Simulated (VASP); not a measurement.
Input of a VASP 6.6.1 run:

File INCAR:

```
SYSTEM = Ni
  PREC = Accurate
  ENCUT = 520
  EDIFF = 1E-6
  ISMEAR = 0
  SIGMA = 0.15
  LREAL = .False.
  LASPH = .True.
  NELM = 150
  ALGO = Normal
  ISIF = 2
  LWAVE = .False.
  LCHARG = .True.
  ISPIN = 2
  MAGMOM = 0.75
  LORBIT = 11
  LMAXMIX = 4
  GGA = PE
  LELF = .True.
  LVHAR = .True.
  NBANDS = 15
```

File KPOINTS:

```
regular mesh
0
Gamma
  22 22 22
  0 0 0
```

Contents of POSCAR:

```
Ni
1.0
    0.0000000000      1.8207058330      2.0230064811
    1.4336958975      0.0000000000      2.0230064811
    1.4336958975      1.8207058330      0.0000000000
Ni
1
Direct
    0.0000000000      0.0000000000      0.0000000000
```

Potentials or basis: VASP PAW PBE potentials, release 64 (Ni).

Command:

```console
$ cat potpaw_PBE.64/Ni/POTCAR > POTCAR
$ mpirun -np 1 vasp_std > vasp.out
```

Task: What does it give for the net moment?

Result: 0.50 μB per cell.

Task: What does it give for the pressure?

Result: 9.8 GPa.

Task: What does it give for the site moments?

Result: Ni +0.51 μB.

Stress tensor (GPa, compression positive):
```
14.31  0.00  0.00
 0.00 23.31  0.00
 0.00  0.00 -8.13
```

Caveat: the cell differs from its parent crystal (strain +e along x and -e along y -0.1100, strain +e along z and -e/2 along x and y +0.1500); the cell stands under pressure.
